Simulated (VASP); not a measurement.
Wanted: the native input for a VASP 6.6.1 run.

- Task: single point
- Functional: PBEsol
- Potentials or basis: VASP PAW PBE potentials, release 64 (Ta_pv, Si)
- Cutoff: 520 eV
- k mesh: 10 × 10 × 10
- Occupations: gaussian, width 0.1 eV
- Spin: no spin polarisation
- Dipole correction: no
- Further INCAR settings: ALGO = Fast; EDIFF = 1e-06; NBANDS = 35

The structure of Ta2Si lies in POSCAR:

```
Ta2Si
1.0
   -3.0877629443      3.0877629443      2.5236412193
    3.0877629443     -3.0877629443      2.5236412193
    3.0877629443      3.0877629443     -2.5236412193
Ta Si
4 2
Direct
    0.6635932100      0.8364067900      0.5000000000
    0.8364067900      0.3364067900      0.1728135800
    0.3364067900      0.1635932100      0.5000000000
    0.1635932100      0.6635932100      0.8271864200
    0.2500000000      0.2500000000      0.0000000000
    0.7500000000      0.7500000000      0.0000000000
```

The input as run:

INCAR

```
SYSTEM = Ta2Si
PREC = Accurate
ENCUT = 520
EDIFF = 1E-6
ISMEAR = 0
SIGMA = 0.1
LREAL = .FALSE.
LASPH = .TRUE.
NELM = 60
ALGO = Fast
ISIF = 2
LWAVE = .FALSE.
LCHARG = .TRUE.
GGA = PS
LELF = .TRUE.
LVHAR = .TRUE.
NBANDS = 35
```

KPOINTS

```
regular mesh
0
G
  10 10 10
  0 0 0
```

Potentials or basis: VASP PAW PBE potentials, release 64 (Ta_pv, Si).

The run is started by

```bash
$ cat potpaw_PBE.64/Ta_pv/POTCAR potpaw_PBE.64/Si/POTCAR > POTCAR
$ mpirun -np 1 vasp_std > vasp.out
```

Results of the run:

* Pressure: -2.9 GPa
* Largest force: 0.067 eV/Å
* Band gap on the k mesh: zero (band 26 reaches 7.78 eV, above the bottom of band 27 at 7.01 eV)

Caveat: the PAW data sets were made with another functional, which shifts forces and pressure a little; spin-orbit coupling is left out, which moves the levels of the heavy elements.

Run time: 4.4 min on 1 thread of Intel(R) Xeon(R) 6975P-C (Granite Rapids) (shared host), peak memory 0.42 GiB.
